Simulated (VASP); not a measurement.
Write the native input for VASP 6.6.1 that does the following.

```yaml
Task: single point
Functional: PBEsol
Dispersion: D3(BJ)
Potentials_or_basis: VASP PAW PBE potentials, release 64 (Cu, O)
Cutoff: 520 eV
k_mesh: 8 × 8 × 6
Occupations: fermi-dirac, width 0.05 eV
Spin: no spin polarisation
Dipole_correction: no
Further_INCAR_settings: ALGO = Normal; EDIFF = 1e-06; NBANDS = 25
```

The structure of CuO lies in POSCAR:

```
CuO
1.0
    3.8255178741      0.0000000000      0.0000000000
    0.0000000000      3.8255178741      0.0000000000
    0.0000000000      0.0000000000      2.9964640700
Cu O
2 2
Direct
    0.0000000000      0.0000000000      0.0000000000
    0.5000000000      0.5000000000      0.0000000000
    0.5000000000      0.0000000000     -0.0000283439
    0.0000000000      0.5000000000      1.0000283439
```

The input as run:

INCAR

```
  ALGO = Normal
  EDIFF = 1E-6
  ENCUT = 520
  GGA = PS
  ISIF = 2
  ISMEAR = -1
  IVDW = 12
  LASPH = T
  LCHARG = T
  LELF = T
  LREAL = F
  LVHAR = T
  LWAVE = F
  NBANDS = 25
  NELM = 60
  PREC = Accurate
  SIGMA = 0.05
```

KPOINTS

```
k-points
0
Gamma
  8 8 6
```

Potentials or basis: VASP PAW PBE potentials, release 64 (Cu, O).

Launch:

```bash
$ cat potpaw_PBE.64/Cu/POTCAR potpaw_PBE.64/O/POTCAR > POTCAR
$ mpirun -np 1 vasp_std > vasp.out
```

Results of the run:

```
Pressure                   : 0.8 GPa
Band gap on the k mesh     : zero (bands 17 and 18 overlap by 3.34 eV)
Dispersion energy per atom : -0.217 eV
```

Caveat: the PAW data sets were made with another functional, which shifts forces and pressure a little; semilocal functionals often make such compounds metallic where correlation or magnetic order opens a gap, which also shifts bond lengths.

Run time: 99 s on 1 thread of Intel Xeon 8259CL, on a shared host, peak memory 0.2 GiB.
